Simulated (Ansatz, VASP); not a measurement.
**SiC in VASP and in Ansatz**

```
CELL_PARAMETERS angstrom
0.00000 2.16466 2.16466
2.16466 0.00000 2.16466
2.16466 2.16466 0.00000
ATOMIC_POSITIONS crystal
Si 0.00000 0.00000 0.00000
C 0.25000 0.25000 0.25000
```

Alike in both runs: functional LDA; k mesh 10 × 10 × 10; occupations fermi-dirac, width 0.02 eV; no spin polarisation.

Ansatz relaxed the structure, and its values are those at the end. VASP's run is a single point on that final structure, the one shown.

```csv
,VASP,Ansatz
version,VASP 6.6.1,Ansatz 0.2.0
potentials or method,"VASP PAW LDA potentials, release 64 (Si, C), cutoff 520 eV",PAW plane waves
valence electrons in the cell,8,8
```

|  | VASP | Ansatz | Ansatz less VASP |
| --- | --- | --- | --- |
| gap on the k mesh at the Fermi level (eV) | 1.29 | 1.30 | +0.013 |
| pressure (GPa) | 0.4 | 0.0 | -0.40 |

Ansatz warns that its potentials were made for another functional, while VASP's fit it. LDA's correlation is that of Perdew and Zunger in VASP and of Perdew and Wang (1992) in Ansatz.
